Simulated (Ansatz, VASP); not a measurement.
## One calculation of Mo, two programs

```
Mo
1.0
     2.71263    0.00000    0.00000
    -1.35632    2.34921    0.00000
     0.00000    0.00000    2.53461
Mo
1
Cartesian
  0.0000 0.0000 0.0000
```

Alike in both runs: task single point; functional PBE; k mesh 9 × 9 × 8; occupations gaussian, width 0.1 eV; no spin polarisation.

|  | VASP | Ansatz |
| --- | --- | --- |
| version | VASP 6.6.1 | Ansatz 0.2.0 |
| potentials or method | VASP PAW PBE potentials, release 64 (Mo_sv), cutoff 520 eV | scalar-relativistic, plane waves, PAW |
| valence electrons in the cell | 14 | 14 |

```csv
,VASP,Ansatz,Ansatz less VASP
gap on the k mesh at the Fermi level (eV),none,none,-
pressure (GPa),10.2,9.6,-0.59
"traceless stress, the component that is largest in VASP (GPa)",-1.06,-1.17,-0.107
```

A gap of «none» marks a metal or a gap that the smearing closes.
